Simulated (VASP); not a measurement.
Input of a VASP 6.6.1 run:

Contents of INCAR:

```
  PREC = Accurate
  ENCUT = 520
  EDIFF = 1E-7
  ISMEAR = 0
  SIGMA = 0.05
  LREAL = False
  LASPH = True
  NELM = 60
  ALGO = Normal
  ISIF = 2
  LWAVE = False
  LCHARG = False
  GGA = PE
  NBANDS = 25
```

KPOINTS

```
regular mesh
0
Gamma
  6 6 8
```

Contents of POSCAR:

```
SiO2
1.0
    4.2041000000      0.0000000000      0.0000000000
    0.0000000000      4.2041000000      0.0000000000
    0.0000000000      0.0000000000      2.8512000000
Si O
2 4
Direct
    0.5000000000      0.5000000000      0.5000000000
    0.0000000000      0.0000000000      0.0000000000
    0.6930127928      0.6930127928      0.0000000000
    0.1930127928      0.8069872072      0.5000000000
    0.3069872072      0.3069872072      0.0000000000
    0.8069872072      0.1930127928      0.5000000000
```

Potentials or basis: VASP PAW PBE potentials, release 64 (Si, O).

The run is started by

```console
$ cat potpaw_PBE.64/Si/POTCAR potpaw_PBE.64/O/POTCAR > POTCAR
$ mpirun -np 1 vasp_std > vasp.out
```

(1) What does it give for the largest force?

(2) Predict the band gap on the k mesh.

(3) What does it give for the pressure?

Answers

(1) 0.268 eV/Å.

(2) 4.03 eV.

(3) -13.7 GPa.

Caveat: the cell stands under tension.
